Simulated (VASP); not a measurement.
# TiC2 (Fddd) in VASP: single point with PBEsol

Aim: the single point of TiC2 with PBEsol.

All numbers are computed with VASP 6.6.1; they aren't measurements. Logs are shortened: lines on timing, memory, paths and dates and some standing lists are left out, and cuts for length are marked.

### Step 1. The cell of the first run

It takes space group Fddd (No. 70, orthorhombic). The conventional cell has a = 4.081 Å, b = 5.781 Å, c = 8.583 Å, α = 90.00°, β = 90.00°, γ = 90.00°. Within 3.0 Å of Ti (site symmetry 222) lie 12 C at 2.18 to 2.99 Å and 4 Ti at 2.78 Å. C (site symmetry 2) has 3 C at 1.51 to 1.88 Å within 2.0 Å.

### Step 2. Single point, PBEsol

INCAR reads:

```
SYSTEM = TiC2
PREC     = Accurate       ! precision mode
ENCUT    = 520            ! plane-wave cutoff, eV
EDIFF    = 1E-7           ! SCF threshold, eV
ISMEAR   = 0              ! smearing method
SIGMA    = 0.1            ! smearing width, eV
LREAL    = .FALSE.        ! projectors in reciprocal space
LASPH    = .TRUE.         ! aspherical terms in the spheres
NELM     = 80             ! most SCF steps
ALGO     = Normal         ! electronic algorithm
ISIF     = 2              ! what is computed and relaxed
LWAVE    = .FALSE.        ! write WAVECAR
LCHARG   = .FALSE.        ! write CHGCAR
GGA      = PS             ! functional
NBANDS   = 29             ! bands
```

KPOINTS reads:

```
Automatic mesh
0
G
  12 12 12
  0 0 0
```

POSCAR reads:

```
TiC2
1.0
    0.0000000000      4.2913091417      2.8902517327
    2.0406944601      0.0000000000      2.8902517327
    2.0406944601      4.2913091417      0.0000000000
Ti C
2 4
Direct
    0.7500000000      0.7500000000      0.7500000000
    0.5000000000      0.5000000000      0.5000000000
    0.1620488868      0.3379511132      0.1620488868
    0.3379511132      0.1620488868      0.3379511132
    0.0879511132      0.9120488868      0.0879511132
    0.9120488868      0.0879511132      0.9120488868
```

Potentials or basis: VASP PAW PBE potentials, release 64 (Ti_sv, C).

Launch:

```sh
> cat potpaw_PBE.64/Ti_sv/POTCAR potpaw_PBE.64/C/POTCAR > POTCAR
> mpirun -np 1 vasp_std > vasp.out
```

OUTCAR:

```text
SYSTEM = TiC2
   PREC = Accurate
   ENCUT = 520
   EDIFF = 1E-7
   ISMEAR = 0
   LREAL = .FALSE.
   LASPH = .TRUE.
   NELM = 80
   ISIF = 2
   GGA = PS

 ion  position               nearest neighbor table
   1  0.750  0.750  0.750-   4 2.18   4 2.18   3 2.18   3 2.18   5 2.25   6 2.25   6 2.25   5 2.25
                             2 2.78   2 2.78   2 2.78   2 2.78
   2  0.500  0.500  0.500-   5 2.18   5 2.18   6 2.18   6 2.18   3 2.25   4 2.25   4 2.25   3 2.25
                             1 2.78   1 2.78   1 2.78   1 2.78
   3  0.162  0.338  0.162-   4 1.51   5 1.88   5 1.88   1 2.18   1 2.18   2 2.25   2 2.25
   4  0.338  0.162  0.338-   3 1.51   6 1.88   6 1.88   1 2.18   1 2.18   2 2.25   2 2.25
   5  0.088  0.912  0.088-   6 1.51   3 1.88   3 1.88   2 2.18   2 2.18   1 2.25   1 2.25
   6  0.912  0.088  0.912-   5 1.51   4 1.88   4 1.88   2 2.18   2 2.18   1 2.25   1 2.25

  LATTYP: Found a face centered orthorhombic cell.
 ALAT       =     4.0813889202
 B/A-ratio  =     1.4163079232
 C/A-ratio  =     2.1028670512

  Lattice vectors:

 A1 = (   0.0000000000,   4.2913091417,   2.8902517327)
 A2 = (  -2.0406944601,   4.2913091417,   0.0000000000)
 A3 = (  -2.0406944601,   0.0000000000,   2.8902517327)

Analysis of symmetry for initial positions (statically):
=====================================================================
 Subroutine PRICEL returns:
 Original cell was already a primitive cell.

 Routine SETGRP: Setting up the symmetry group for a
 face centered orthorhombic supercell.

 Subroutine GETGRP returns: Found  8 space group operations
 (whereof  4 operations were pure point group operations)
 out of a pool of  8 trial point group operations.

The static configuration has the point symmetry D_2 .
 The point group associated with its full space group is D_2h.

Analysis of symmetry for dynamics (positions and initial velocities):
=====================================================================
 Subroutine PRICEL returns:
 Original cell was already a primitive cell.

 Routine SETGRP: Setting up the symmetry group for a
 face centered orthorhombic supercell.

 Subroutine GETGRP returns: Found  8 space group operations
 (whereof  4 operations were pure point group operations)
 out of a pool of  8 trial point group operations.

The dynamic configuration has the point symmetry D_2 .
 The point group associated with its full space group is D_2h.

 Subroutine INISYM returns: Found  8 space group operations
 (whereof  4 operations are pure point group operations),
 and found     1 'primitive' translations

----------------------------------------------------------------------------------------

                                     Primitive cell

  volume of cell :      50.6213

  direct lattice vectors                    reciprocal lattice vectors
     0.000000000  4.291309142  2.890251733    -0.245014631  0.116514561  0.172995312
     2.040694460  0.000000000  2.890251733     0.245014631 -0.116514561  0.172995312
     2.040694460  4.291309142  0.000000000     0.245014631  0.116514561 -0.172995312

  length of vectors
     5.173865985  3.538077014  4.751817340     0.321768846  0.321768846  0.321768846

  position of ions in fractional coordinates (direct lattice)
     0.750000000  0.750000000  0.750000000
     0.500000000  0.500000000  0.500000000
     0.162048887  0.337951113  0.162048887
     0.337951113  0.162048887  0.337951113
     0.087951113  0.912048887  0.087951113
     0.912048887  0.087951113  0.912048887

  ion indices of the primitive-cell ions
   primitive index   ion index
                 1           1
                 2           2
                 3           3
                 4           4
                 5           5
                 6           6

----------------------------------------------------------------------------------------

 KPOINTS: Automatic mesh

Automatic generation of k-mesh.
 Grid dimensions read from file:
 generate k-points for:   12   12   12

 Generating k-lattice:

  Cartesian coordinates                     Fractional coordinates (reciprocal lattice)
    -0.020417886  0.009709547  0.014416276     0.083333333  0.000000000  0.000000000
     0.020417886 -0.009709547  0.014416276    -0.000000000  0.083333333 -0.000000000
     0.020417886  0.009709547 -0.014416276     0.000000000 -0.000000000  0.083333333

  Length of vectors
     0.026814070  0.026814070  0.026814070

  Shift w.r.t. Gamma in fractional coordinates (k-lattice)
     0.000000000  0.000000000  0.000000000

 Subroutine IBZKPT returns following result:
 ===========================================

 Found    280 irreducible k-points:

 Following reciprocal coordinates:
            Coordinates               Weight
  0.000000  0.000000  0.000000      1.000000
  0.083333  0.000000 -0.000000      8.000000
  0.166667  0.000000 -0.000000      8.000000
  0.250000  0.000000 -0.000000      8.000000
  0.333333  0.000000  0.000000      8.000000
  0.416667  0.000000 -0.000000      8.000000
[... 16 lines left out ...]
  0.500000  0.166667  0.000000      8.000000
 -0.416667  0.166667 -0.000000      8.000000
 [... further k-points ...]
   k-points           NKPTS =    280   k-points in BZ     NKDIM =    280   number of bands    NBANDS=     29
   number of dos      NEDOS =    301   number of ions     NIONS =      6
   total plane-waves  NPLWV =  40320
   dimension x,y,z NGX =    40 NGY =   28 NGZ =   36
   dimension x,y,z NGXF=    80 NGYF=   56 NGZF=   72
   ions per type =               2   4
   NGX,Y,Z   is equivalent  to a cutoff of  12.85, 13.16, 12.59 a.u.
   NGXF,Y,Z  is equivalent  to a cutoff of  25.71, 26.31, 25.19 a.u.
 SYSTEM =  TiC2
   PREC   = accura    normal or accurate (medium, high low for compatibility)
   ISTART =      0    job   : 0-new  1-cont  2-samecut
   ICHARG =      2    charge: 1-file 2-atom 10-const
   ISPIN  =      1    spin polarized calculation?
   LNONCOLLINEAR =      F non collinear calculations
   LSORBIT =      F    spin-orbit coupling
   LASPH  =      T    aspherical Exc in radial PAW
   ENCUT  =  520.0 eV  38.22 Ry    6.18 a.u.   9.62  6.58  8.84*2*pi/ulx,y,z
   NELM   =     80;   NELMIN=  2; NELMDL= -5     # of ELM steps
   EDIFF  = 0.1E-06   stopping-criterion for ELM
   LREAL  =      F    real-space projection
   EDIFFG = 0.1E-05   stopping-criterion for IOM
   NSW    =      0    number of steps for IOM
   IBRION =     -1    ionic relax: 0-MD 1-quasi-New 2-CG
   NFREE  =      0    steps in history (QN), initial steepest desc. (CG)
   ISIF   =      2    stress and relaxation
   ISYM   =      2    0-nonsym 1-usesym 2-fastsym
   POTIM  = 0.5000    time-step for ionic-motion
   TEBEG  =    0.0;   TEEND  =   0.0 temperature during run
   PSTRESS=    0.0 pullay stress
   NELECT =      40.0000    total number of electrons
   NUPDOWN=      -1.0000    fix difference up-down
   EMIN   =  10.00;   EMAX   =-10.00  energy-range for DOS
   EFERMI =   0.00;   METHOD = LEGACY
   ISMEAR =     0;   SIGMA  =   0.10  broadening in eV -4-tet -1-fermi 0-gaus
   EFERMI_NEDOS =   21; number of points for ismear=-14 and -15
   IALGO  =     38    algorithm
   IMIX   =      4    mixing-type and parameters
     AMIX     =   0.40;   BMIX     =  1.00
     AMIX_MAG =   1.60;   BMIX_MAG =  1.00
  volume/ion in A,a.u.               =       8.44        56.93
  Fermi-wavevector in a.u.,A,eV,Ry     =   1.513504  2.860109 31.166804  2.290695
  Thomas-Fermi vector in A             =   2.623287
   LORBIT       =      0    0 simple, 1 ext, 2 COOP (PROOUT), +10 PAW based schemes
   GGA     = PS    functional components
   LHFCALC =     F    Hartree Fock is set to
   AEXX    =    0.0000 exact exchange contribution
   IVDW    =     0    specifies the selected vdW correction
   LEPSILON=     F    determine dielectric tensor
   LRPA    =     F    only Hartree local field effects (RPA)
 non-spin polarized calculation
 Gauss-broadening in eV      SIGMA  =   0.10
  energy-cutoff  :      520.00
  volume of cell :       50.62
 maximum number of plane-waves:      1384
   NGX = 19   NGY = 13   NGZ = 17

 number of electron      39.9999998 magnetization

 Free energy of the ion-electron system (eV)
  ---------------------------------------------------
  ext. energy  EPLUGINS =         0.00000000
  ---------------------------------------------------
  free energy    TOTEN  =       -53.32969767 eV

  energy without entropy =      -53.31966019  energy(sigma->0) =      -53.32467893

 E-fermi :  10.7514     XC(G=0): -13.1587

 val. band max:       10.7491972764   @ k =  -0.3333   0.3333  -0.0000
 cond. band min:      10.7648919314   @ k =  -0.1667   0.2500   0.4167
 fundamental gap:      0.0156946550
 Fermi energy:        10.7513642177

 k-point     1 :       0.0000    0.0000    0.0000
  band No.  band energies     occupation
      1     -46.0522      2.00000
      2     -45.9022      2.00000
      3     -22.7219      2.00000
      4     -22.5151      2.00000
      5     -22.4752      2.00000
      6     -22.4430      2.00000
[... 21 lines left out ...]
     28      14.2840      0.00000
     29      15.1712      0.00000

 k-point     2 :       0.0833    0.0000   -0.0000
  band No.  band energies     occupation
      1     -46.0499      2.00000
      2     -45.9038      2.00000
      3     -22.7165      2.00000
      4     -22.5213      2.00000
      5     -22.4804      2.00000
      6     -22.4439      2.00000
[... 21 lines left out ...]
     28      14.4757      0.00000
     29      15.4311      0.00000

 k-point     3 :       0.1667    0.0000   -0.0000
  band No.  band energies     occupation
      1     -46.0433      2.00000
      2     -45.9086      2.00000
      3     -22.7038      2.00000
      4     -22.5405      2.00000
      5     -22.4940      2.00000
      6     -22.4435      2.00000
[... 638 lines left out ...]
      5     -22.5455      2.00000
      6     -22.3905      2.00000
[... 21 lines left out ...]
     28      14.8556      0.00000
     29      16.2514      0.00000

 k-point    24 :      -0.4167    0.1667   -0.0000
  band No.  band energies     occupation
      1     -46.0019      2.00000
      2     -45.9410      2.00000
      3     -22.6868      2.00000
      4     -22.6350      2.00000
      5     -22.5460      2.00000
      6     -22.4074      2.00000
[... 21 lines left out ...]
     28      14.9563      0.00000
     29      16.1031      0.00000

 [... further k-points ...]

------------------------ aborting loop because EDIFF is reached ----------------------------------------

  FORCE on cell =-STRESS in cart. coord.  units (eV):
  Direction    XX          YY          ZZ          XY          YZ          ZX
  --------------------------------------------------------------------------------------
  -------------------------------------------------------------------------------------
  Total        0.1824153      0.1779013      0.0594044      0.0000000      0.0000000      0.0000000
  in kB        5.7734885      5.6306210      1.8801650      0.0000000      0.0000000      0.0000000
  external PRESSURE =       4.4280915 kB  Pullay stress =       0.0000000 kB

 VOLUME and BASIS-vectors are now :
 -----------------------------------------------------------------------------
  energy-cutoff  :      520.00
  volume of cell :       50.62
      direct lattice vectors                 reciprocal lattice vectors
     0.000000000  4.291309142  2.890251733    -0.245014631  0.116514561  0.172995312
     2.040694460  0.000000000  2.890251733     0.245014631 -0.116514561  0.172995312
     2.040694460  4.291309142  0.000000000     0.245014631  0.116514561 -0.172995312

 POSITION                                       TOTAL-FORCE (eV/Angst)
 -----------------------------------------------------------------------------------
      3.06104      6.43696      4.33538         0.000000      0.000000      0.000000
      2.04069      4.29131      2.89025         0.000000      0.000000      0.000000
      1.02035      1.39080      1.44513        -0.000000     -0.046751      0.000000
      1.02035      2.90051      1.44513        -0.000000      0.046751      0.000000
      2.04069      0.75485      2.89025        -0.000000      0.046751      0.000000
      2.04069      7.82777      2.89025        -0.000000     -0.046751      0.000000
 -----------------------------------------------------------------------------------
    total drift:                               -0.000000      0.000000      0.000000

  FREE ENERGIE OF THE ION-ELECTRON SYSTEM (eV)
  ---------------------------------------------------
  free  energy   TOTEN  =       -53.3296976724 eV

  energy  without entropy=      -53.3196601913  energy(sigma->0) =      -53.32467893
```

It took 9 min on 1 thread of Intel Xeon Platinum 8259CL at 2.50GHz (Skylake/Cascade Lake), shared host; peak memory 0.44 GiB.

What came out:

```yaml
Free_energy: -53.3297 eV
Pressure: 0.4 GPa
Largest_force: 0.047 eV/Å
Band_gap_on_the_k_mesh: zero (bands 20 and 21 overlap by 2.10 eV)
```

Forces on the atoms (eV/Å):
```
Ti   0.000  0.000  0.000
Ti   0.000  0.000  0.000
C    0.000 -0.047  0.000
C    0.000  0.047  0.000
C    0.000  0.047  0.000
C    0.000 -0.047  0.000
```

Stress tensor (GPa, compression positive):
```
0.58 0.00 0.00
0.00 0.56 0.00
0.00 0.00 0.19
```

Caveat: the PAW data sets were made with another functional, which shifts forces and pressure a little.
